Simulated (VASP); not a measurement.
Write the native input for VASP 6.6.1 that does the following.

```yaml
Task: relaxation of cell and atoms
Functional: r2SCAN
Potentials_or_basis: VASP PAW PBE potentials, release 64 (B)
Cutoff: 600 eV
k_mesh: 8 × 8 × 8
Occupations: fermi-dirac, width 0.1 eV
Spin: no spin polarisation
Dipole_correction: no
Further_INCAR_settings: ALGO = Normal; EDIFF = 1e-07; IBRION = 2; EDIFFG = -0.01; NSW = 60; ISIF = 3
```

B:

```
B
1.0
     0.00000    1.98896    1.98896
     1.98896    0.00000    1.98896
     1.98896    1.98896    0.00000
B
4
Cartesian
  0.0000 0.0000 0.0000
  0.0000 0.9945 0.9945
  0.9945 0.9945 0.0000
  0.9945 0.0000 0.9945
```

These files were run (other wordings do the same):

POSCAR

```
B
1.0
    0.0000000000      1.9889570000      1.9889570000
    1.9889570000      0.0000000000      1.9889570000
    1.9889570000      1.9889570000      0.0000000000
B
4
Direct
    0.0000000000      0.0000000000      0.0000000000
    0.5000000000      0.0000000000      0.0000000000
    0.0000000000      0.0000000000      0.5000000000
    0.0000000000      0.5000000000      0.0000000000
```

INCAR.step1

```
PREC     = Accurate       # precision mode
ENCUT    = 600            # plane-wave cutoff, eV
ISMEAR   = -1             # smearing method
SIGMA    = 0.1            # smearing width, eV
LREAL    = False          # projectors in reciprocal space
LASPH    = True           # aspherical terms in the spheres
NELM     = 100            # most SCF steps
GGA      = PE             # functional
ALGO     = Normal         # electronic algorithm
EDIFF    = 1E-4           # SCF threshold, eV
LWAVE    = True           # write WAVECAR
LCHARG   = False          # write CHGCAR
```

INCAR.step2

```
PREC     = Accurate       # precision mode
ENCUT    = 600            # plane-wave cutoff, eV
EDIFF    = 1E-7           # SCF threshold, eV
ISMEAR   = -1             # smearing method
SIGMA    = 0.1            # smearing width, eV
LREAL    = False          # projectors in reciprocal space
LASPH    = True           # aspherical terms in the spheres
NELM     = 100            # most SCF steps
ALGO     = Normal         # electronic algorithm
ISIF     = 3              # what is computed and relaxed
LWAVE    = False          # write WAVECAR
LCHARG   = False          # write CHGCAR
METAGGA  = R2SCAN         # meta-GGA
LMIXTAU  = True         
IBRION   = 2              # ionic algorithm
NSW      = 60             # ionic steps
EDIFFG   = -0.01          # ionic threshold
ISTART   = 1
```

KPOINTS

```
Automatic mesh
0
Gamma
  8 8 8
```

Potentials or basis: VASP PAW PBE potentials, release 64 (B).

Run with:

```console
$ cat potpaw_PBE.64/B/POTCAR > POTCAR
$ cp INCAR.step1 INCAR
$ mpirun -np 1 vasp_std > vasp.out
$ cp INCAR.step2 INCAR
$ mpirun -np 1 vasp_std > vasp.out
```

Results of the run:

```json
{"Relaxed volume": "7.73 Å³/atom", "Relaxed cell": "a = 3.523 Å, b = 3.523 Å, c = 3.523 Å, α = 60.00°, β = 60.00°, γ = 60.00°", "Space group after relaxing (to 0.05 Å)": "Fd-3m (No. 227)", "Energy gained by relaxing": "3188.7 meV/atom", "Ionic steps": "22", "Pressure after relaxing": "0.2 GPa", "Band gap on the k mesh": "zero (band 6 reaches 6.99 eV, above the bottom of band 7 at 3.24 eV)"}
```

Caveat: the volume moved by over 15 % at a fixed basis, so the end points are rough; the PAW data sets were made with another functional, which shifts forces and pressure a little.

It took 2.3 min on 1 thread of Intel(R) Xeon(R) Platinum 8488C (Sapphire Rapids), with other jobs on the host, peak memory 0.13 GiB.
